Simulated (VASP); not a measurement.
Wanted: the native input for a VASP 6.6.1 run.

```
Task                   : single point
Functional             : PBEsol
Potentials or basis    : VASP PAW PBE potentials, release 64 (Al, Ga_d, N)
Cutoff                 : 520 eV
k mesh                 : 6 × 6 × 6
Occupations            : gaussian, width 0.05 eV
Spin                   : no spin polarisation
Dipole correction      : no
Further INCAR settings : ALGO = Normal; EDIFF = 1e-06; NBANDS = 31
```

The structure of Al3GaN4 lies in POSCAR:

```
Al3GaN4
1.0
    3.9135618146      0.0000000000      0.0000000000
    0.0000000000      3.9135618146      0.0000000000
    0.0000000000      0.0000000000      4.6947087528
Al Ga N
3 1 4
Direct
    0.5000000000      0.5000000000      0.0000000000
    0.5000000000      0.0000000000      0.5000000000
    0.0000000000      0.5000000000      0.5000000000
    0.0000000000      0.0000000000      0.0000000000
    0.7447140287      0.7447140287      0.2552859713
    0.7447140287      0.2552859713      0.7447140287
    0.2552859713      0.7447140287      0.7447140287
    0.2552859713      0.2552859713      0.2552859713
```

The input as run:

INCAR

```
ALGO = Normal
EDIFF = 1E-6
ENCUT = 520
GGA = PS
ISIF = 2
ISMEAR = 0
LASPH = T
LCHARG = F
LREAL = F
LWAVE = F
NBANDS = 31
NELM = 100
PREC = Accurate
SIGMA = 0.05
```

KPOINTS

```
k-points
0
Gamma
  6 6 6
```

Potentials or basis: VASP PAW PBE potentials, release 64 (Al, Ga_d, N).

Command:

```console
$ cat potpaw_PBE.64/Al/POTCAR potpaw_PBE.64/Ga_d/POTCAR potpaw_PBE.64/N/POTCAR > POTCAR
$ mpirun -np 1 vasp_std > vasp.out
```

Results of the run:

```json
{
 "Pressure": "45.2 GPa",
 "Largest force": "0.229 eV/Å",
 "Band gap on the k mesh": "2.59 eV (least direct gap 2.79 eV)"
}
```

Caveat: the stress differs along the axes, from 20 to 58 GPa; the PAW data sets were made with another functional, which shifts forces and pressure a little.

It took 2.4 min on 1 thread of AMD EPYC 7R13 (shared host), peak memory 0.19 GiB.
